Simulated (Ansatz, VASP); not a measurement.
**Cu in VASP and in Ansatz**

File INCAR:

```
PREC = Accurate
ENCUT = 520
EDIFF = 1E-7
ISMEAR = 0
SIGMA = 0.15
LREAL = False
LASPH = True
NELM = 60
ALGO = Fast
ISIF = 2
LWAVE = False
LCHARG = True
GGA = PS
LELF = True
LVHAR = True
NBANDS = 12
```

The input KPOINTS:

```
regular mesh
0
Gamma
  24 24 24
```

The input POSCAR:

```
Cu
1.0
    0.0000000000      1.6561405412      2.1529827035
    1.6561405412      0.0000000000      2.1529827035
    1.6561405412      1.6561405412      0.0000000000
Cu
1
Direct
    0.0000000000      0.0000000000      0.0000000000
```

Input for Ansatz:

```yaml
crystal:
  lattice:
    - [0.0, 1.6561405412, 2.1529827035]
    - [1.6561405412, 0.0, 2.1529827035]
    - [1.6561405412, 1.6561405412, 0.0]
  atoms:
    - { symbol: Cu, position: [0.0, 0.0, 0.0] }
basis:
  ecutwfc: 420
kpoints:
  mp_grid: { grid: [24, 24, 24] }
hamiltonian:
  xc: pbesol
scf:
  occupations: { method: gaussian, width: 0.15 }
output:
  forces: true
  stress: true
  eigenvalues: true
```

Alike in both runs: task single point; functional PBEsol; k mesh 24 × 24 × 24; occupations gaussian, width 0.15 eV; no spin polarisation.

```csv
,VASP,Ansatz
version,VASP 6.6.1,Ansatz 0.2.0
potentials or method,"VASP PAW PBE potentials, release 64 (Cu), cutoff 520 eV","scalar-relativistic, plane waves, PAW"
valence electrons in the cell,11,19
```

VASP gave:

```
gap on the k mesh at the Fermi level (eV)                     : none
pressure (GPa)                                                : -0.5
traceless stress, the component that is largest in VASP (GPa) : -19.81
```

Which values does Ansatz return?

gap on the k mesh at the Fermi level (eV): none; pressure (GPa): -1.1; traceless stress, the component that is largest in VASP (GPa): -19.95.

VASP's potentials were made for PBE, not for PBEsol. A gap of «none» marks a metal or a gap that the smearing closes. VASP's potentials hold 11 valence electrons a cell and Ansatz's 19, so a difference there can come from the potentials and not from the codes.
